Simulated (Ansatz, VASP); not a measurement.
## Two plane-wave programs on Cu

File INCAR:

```
PREC = Accurate
ENCUT = 520
EDIFF = 1E-6
ISMEAR = 0
SIGMA = 0.15
LREAL = False
LASPH = True
NELM = 60
ALGO = Fast
ISIF = 2
LWAVE = False
LCHARG = True
GGA = PE
LELF = True
LVHAR = True
NBANDS = 12
```

Contents of KPOINTS:

```
regular mesh
0
Gamma
  22 22 22
```

The input POSCAR:

```
Cu
1.0
   -1.5223500000      1.5223500000      1.4050000000
    1.5223500000     -1.5223500000      1.4050000000
    1.5223500000      1.5223500000     -1.4050000000
Cu
1
Direct
    0.0000000000      0.0000000000      0.0000000000
```

Input for Ansatz:

```yaml
crystal:
  lattice:
    - [-1.52235, 1.52235, 1.405]
    - [1.52235, -1.52235, 1.405]
    - [1.52235, 1.52235, -1.405]
  atoms:
    - { symbol: Cu, position: [0.0, 0.0, 0.0] }
basis:
  ecutwfc: 520.0
kpoints:
  mp_grid: { grid: [22, 22, 22] }
hamiltonian:
  xc: pbe
  pseudopotentials: { kind: paw, azcp: { folder: soft_1 } }
scf:
  occupations: { method: gaussian, width: 0.15 }
output:
  forces: true
  stress: true
  eigenvalues: true
```

Alike in both runs: task single point; functional PBE; k mesh 22 × 22 × 22; occupations gaussian, width 0.15 eV; no spin polarisation.

|  | VASP | Ansatz |
| --- | --- | --- |
| version | VASP 6.6.1 | Ansatz 0.2.0 |
| potentials or method | VASP PAW PBE potentials, release 64 (Cu), cutoff 520 eV | scalar-relativistic, plane waves, PAW |
| valence electrons in the cell | 11 | 19 |

Ansatz gave:

- gap on the k mesh at the Fermi level (eV): none
- pressure (GPa): -9.2

Which values does VASP return?

gap on the k mesh at the Fermi level (eV): none; pressure (GPa): -8.5.

A gap of «none» marks a metal or a gap that the smearing closes. VASP's potentials hold 11 valence electrons a cell and Ansatz's 19, so a difference there can come from the potentials and not from the codes.
